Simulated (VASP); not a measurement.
Wanted: the native input for a VASP 6.6.1 run.

- Task: single point
- Functional: HSE06
- Potentials or basis: VASP PAW PBE potentials, release 64 (K_sv, Mg, F)
- Cutoff: 520 eV
- k mesh: 4 × 4 × 4
- Occupations: gaussian, width 0.01 eV
- Spin: no spin polarisation
- Dipole correction: no
- Grid for exact exchange (PRECFOCK): Fast
- Further INCAR settings: ALGO = Normal; EDIFF = 1e-06; NBANDS = 24
- Share of exact exchange: 0.25
- Screening parameter: 0.2079 1/Å

KMgF3:

```
K Mg F
1.0
     3.85337    0.00000    0.00000
     0.00000    3.85337    0.00000
     0.00000    0.00000    3.85337
K Mg F
1 1 3
Direct
  0.50000 0.50000 0.50000
  0.00000 0.00000 0.00000
  0.50000 0.00000 0.00000
  0.00000 0.50000 0.00000
  0.00000 0.00000 0.50000
```

One way to write it, as run:

POSCAR

```
KMgF3
1.0
    3.8533720875      0.0000000000      0.0000000000
    0.0000000000      3.8533720875      0.0000000000
    0.0000000000      0.0000000000      3.8533720875
K Mg F
1 1 3
Direct
    0.5000000000      0.5000000000      0.5000000000
    0.0000000000      0.0000000000      0.0000000000
    0.5000000000      0.0000000000      0.0000000000
    0.0000000000      0.5000000000      0.0000000000
    0.0000000000      0.0000000000      0.5000000000
```

INCAR.step1

```
SYSTEM = KMgF3
ALGO = Normal
EDIFF = 1E-5
ENCUT = 520
GGA = PE
ISIF = 2
ISMEAR = 0
LASPH = .TRUE.
LCHARG = .FALSE.
LREAL = .FALSE.
LWAVE = .TRUE.
NBANDS = 24
NELM = 100
PREC = Accurate
SIGMA = 0.01
```

INCAR.step2

```
SYSTEM = KMgF3
ALGO = Normal
EDIFF = 1E-6
ENCUT = 520
GGA = PE
HFSCREEN = 0.2079
ISIF = 2
ISMEAR = 0
ISTART = 1
LASPH = .TRUE.
LCHARG = .FALSE.
LHFCALC = .TRUE.
LREAL = .FALSE.
LWAVE = .FALSE.
NBANDS = 24
NELM = 100
PREC = Accurate
PRECFOCK = Fast
SIGMA = 0.01
```

KPOINTS

```
k-points
0
G
  4 4 4
  0 0 0
```

Potentials or basis: VASP PAW PBE potentials, release 64 (K_sv, Mg, F).

Launch:

```sh
$ cat potpaw_PBE.64/K_sv/POTCAR potpaw_PBE.64/Mg/POTCAR potpaw_PBE.64/F/POTCAR > POTCAR
$ cp INCAR.step1 INCAR
$ mpirun -np 1 vasp_std > vasp.out
$ cp INCAR.step2 INCAR
$ mpirun -np 1 vasp_std > vasp.out
```

Results of the run:

| Property | Result |
| --- | --- |
| Pressure | 11.0 GPa |
| Band gap on the k mesh | 10.40 eV (least direct gap 10.70 eV) |

Caveat: the cell stands under pressure; the PAW data sets were made with another functional, which shifts forces and pressure a little.

Wall time 7.6 min on 1 thread of Intel(R) Xeon(R) Platinum 8259CL CPU @ 2.50GHz (Skylake/Cascade Lake), on a shared host, peak memory 0.29 GiB.
